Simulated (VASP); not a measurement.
Input of a VASP 6.6.1 run:

INCAR

```
SYSTEM = Ge
  AGGAC = 1.0
  AGGAX = 1.0
  ALDAC = 0.0
  ALDAX = 1.0
  ALGO = Normal
  EDIFF = 1E-7
  ENCUT = 520
  GGA = B5
  ISIF = 2
  ISMEAR = -1
  LASPH = .True.
  LCHARG = .False.
  LREAL = .False.
  LWAVE = .False.
  NBANDS = 21
  NELM = 100
  PREC = Accurate
  SIGMA = 0.05
```

File KPOINTS:

```
k-points
0
Gamma
  5 5 5
  0 0 0
```

POSCAR

```
Ge
1.0
    0.0000000000      2.8289100000      2.8289100000
    2.8289100000      0.0000000000      2.8289100000
    2.8289100000      2.8289100000      0.0000000000
Ge
2
Direct
    0.7500000000      0.7500000000      0.7500000000
    0.5000000000      0.5000000000      0.5000000000
```

Potentials or basis: VASP PAW PBE potentials, release 64 (Ge_d).

Run with:

```console
$ cat potpaw_PBE.64/Ge_d/POTCAR > POTCAR
$ mpirun -np 1 vasp_std > vasp.out
```

(1) Estimate the band gap on the k mesh.

(2) Predict the pressure.

Answers

(1) zero (filled and empty bands touch).

(2) 7.8 GPa.

Caveat: the k points lie up to 0.38 Å⁻¹ apart; the PAW data sets were made with another functional, which shifts forces and pressure a little.
